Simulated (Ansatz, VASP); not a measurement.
**One calculation of Ga2PN, two programs**

```
N Ga P
1.0
     3.60016    0.00000    0.00000
     0.00000    3.60016    0.00000
     0.00000    0.00000    5.05435
N Ga P
1 2 1
Cartesian
  0.0000 0.0000 0.0000
  0.0000 1.8001 4.0070
  1.8001 0.0000 1.0473
  1.8001 1.8001 2.5272
```

Alike in both runs: task single point; functional r2SCAN; k mesh 6 × 6 × 4; occupations fermi-dirac, width 0.02 eV; no spin polarisation.

```csv
,VASP,Ansatz
version,VASP 6.6.1,Ansatz 0.2.0
potentials or method,"VASP PAW PBE potentials, release 64 (N, Ga_d, P)","plane waves, PAW"
plane-wave cutoff (eV),520,500
valence electrons in the cell,36,36
```

Ansatz gave:

* pressure (GPa): -6.4
* rms of the force components (eV/Å): 0.043

What did VASP give for the same quantities?

Pressure (GPa): -6.2; rms of the force components (eV/Å): 0.065.

VASP's potentials were made for PBE, not for r2SCAN. With one functional, cell and mesh, what is left measures potentials, basis and numerics.
